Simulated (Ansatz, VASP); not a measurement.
# Two plane-wave programs on Au

```xyz
1
Lattice="0.0000 2.0618 2.0618 2.0618 0.0000 2.0618 2.0618 2.0618 0.0000" Properties=species:S:1:pos:R:3 pbc="T T T"
Au    0.0000    0.0000    0.0000
```

Alike in both runs: task single point; functional revPBE; dispersion D3(BJ); k mesh 11 × 11 × 11; occupations fermi-dirac, width 0.05 eV; no spin polarisation.

```csv
,VASP,Ansatz
version,VASP 6.6.1,Ansatz 0.2.0
potentials or method,"VASP PAW PBE potentials, release 64 (Au)",Ansatz PAW
plane-wave cutoff (eV),520,420
valence electrons in the cell,11,19
```

Ansatz gave:

* gap on the k mesh at the Fermi level (eV): none
* pressure (GPa): -5.2

Which values does VASP return?

gap on the k mesh at the Fermi level (eV): none; pressure (GPa): -5.4.

VASP's potentials were made for PBE, not for revPBE. A gap of «none» marks a metal or a gap that the smearing closes. VASP's potentials hold 11 valence electrons a cell and Ansatz's 19, so a difference there can come from the potentials and not from the codes.

Spin-orbit coupling is off throughout.
